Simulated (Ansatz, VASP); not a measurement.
## Two plane-wave programs on AlRu7

```xyz
8
Lattice="2.7420 0.0000 0.0000 -1.3710 2.3746 0.0000 0.0000 0.0000 16.9755" Properties=species:S:1:pos:R:3 pbc="T T T"
Al    0.0000    0.0000    0.0000
Ru    0.0000    1.5831   10.6390
Ru    0.0000    0.0000    8.4877
Ru    0.0000    1.5831    6.3365
Ru    0.0000    1.5831   14.8786
Ru    0.0000    0.0000   12.7571
Ru    0.0000    1.5831    2.0969
Ru    0.0000    0.0000    4.2184
```

Alike in both runs: functional PBE; k mesh 12 × 12 × 2; occupations gaussian, width 0.1 eV; no spin polarisation.

Ansatz relaxed the structure, and its values are those at the end. VASP's run is a single point on that final structure, the one shown.

|  | VASP | Ansatz |
| --- | --- | --- |
| version | VASP 6.6.1 | Ansatz 0.2.0 |
| potentials or method | VASP PAW PBE potentials, release 64 (Al, Ru_pv), cutoff 520 eV | scalar-relativistic, plane waves, PAW |
| valence electrons in the cell | 101 | 115 |

Ansatz gave:

| Quantity | Value |
| --- | --- |
| gap on the k mesh at the Fermi level (eV) | none |
| pressure (GPa) | 0.0 |

Estimate VASP's values.

gap on the k mesh at the Fermi level (eV): none; pressure (GPa): -0.1.

A gap of «none» marks a metal or a gap that the smearing closes. VASP's potentials hold 101 valence electrons a cell and Ansatz's 115, so a difference there can come from the potentials and not from the codes.
